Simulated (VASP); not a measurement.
WSe2: relaxation of cell and atoms with PBE+D3(BJ)

Crystal: WSe2.

```
W Se
1.0
     3.27886    0.00000    0.00000
    -1.63943    2.83958    0.00000
     0.00000    0.00000   19.80769
W Se
3 6
Cartesian
  1.6394 0.9465 0.0000
  0.0000 1.8931 13.4085
  0.0000 1.8931 6.3992
  0.0000 1.8931 1.6844
  1.6394 0.9465 15.0936
  1.6394 0.9465 8.0840
  0.0000 1.8931 18.1232
  1.6394 0.9465 11.7237
  1.6394 0.9465 4.7141
```

```
Program                : VASP 6.6.1
Task                   : relaxation of cell and atoms
Functional             : PBE
Dispersion             : D3(BJ)
Potentials or basis    : VASP PAW PBE potentials, release 64 (W_sv, Se)
Cutoff                 : 600 eV
k mesh                 : 12 × 12 × 2
Occupations            : gaussian, width 0.02 eV
Spin                   : no spin polarisation
Dipole correction      : no
Further INCAR settings : ALGO = Normal; EDIFF = 1e-06; IBRION = 2; EDIFFG = -0.005; NSW = 100; ISIF = 3
```

```yaml
Relaxed_volume: 20.53 Å³/atom
Relaxed_cell: a = 3.281 Å, b = 3.281 Å, c = 19.821 Å, α = 90.00°, β = 90.00°, γ = 120.00°
Space_group_after_relaxing_to_0.1_Å: P-6m2 (No. 187)
Energy_gained_by_relaxing: 0.0 meV/atom
Ionic_steps: 3
Pressure_after_relaxing: 0.0 GPa
Largest_force_after_relaxing: 0.004 eV/Å
Band_gap_on_the_k_mesh: 0.98 eV (least direct gap 1.58 eV)
Dispersion_energy_per_atom: -0.460 eV
```

Forces on the atoms (eV/Å):
```
W    0.000  0.000  0.000
W    0.000  0.000  0.000
W    0.000  0.000  0.000
Se   0.000  0.000  0.004
Se   0.000  0.000  0.003
Se   0.000  0.000  0.003
Se   0.000  0.000 -0.004
Se   0.000  0.000 -0.003
Se   0.000  0.000 -0.003
```

Step by step:
| step | energy change (eV) | largest force (eV/Å) | pressure (GPa) | volume (Å³) |
| --- | --- | --- | --- | --- |
| 1 | 0.0000 | 0.0494 | 0.30 | 184.42 |
| 2 | 0.0014 | 0.0864 | -0.65 | 185.43 |
| 3 | -0.0004 | 0.0042 | 0.01 | 184.75 |

Final structure:
```
CELL_PARAMETERS angstrom
3.28072 0.00000 0.00000
-1.64036 2.84118 0.00000
0.00000 0.00000 19.82083
ATOMIC_POSITIONS crystal
W 0.66667 0.33333 0.00000
W 0.33333 0.66667 0.67693
W 0.33333 0.66667 0.32307
Se 0.33333 0.66667 0.08508
Se 0.66667 0.33333 0.76204
Se 0.66667 0.33333 0.40816
Se 0.33333 0.66667 0.91492
Se 0.66667 0.33333 0.59184
Se 0.66667 0.33333 0.23796
```

Levels at points of the mesh, in eV from the valence-band top:
| k point | band 36 | band 37 | band 38 | band 39 | band 40 | band 41 | band 42 | band 43 |
| --- | --- | --- | --- | --- | --- | --- | --- | --- |
| (0.00, 0.00, 0.00) | -1.20 | -1.13 | -0.18 | -0.04 | 2.68 | 2.68 | 2.68 | 2.68 |
| (0.50, 0.00, 0.00) | -1.28 | -1.18 | -1.12 | -1.06 | 2.21 | 2.23 | 2.24 | 2.31 |
| (0.00, 0.00, 0.50) | -1.41 | -0.61 | -0.36 | 0.00 | 2.67 | 2.67 | 2.70 | 2.70 |
| (0.50, 0.00, 0.50) | -1.25 | -1.17 | -1.17 | -1.03 | 2.21 | 2.22 | 2.24 | 2.43 |

Wall time 19 min on 1 thread of Intel(R) Xeon(R) Platinum 8259CL CPU @ 2.50GHz (Skylake/Cascade Lake), on a shared host, peak memory 0.58 GiB.

Caveat: spin-orbit coupling is left out, which moves the levels of the heavy elements. A k mesh can miss the band edges.
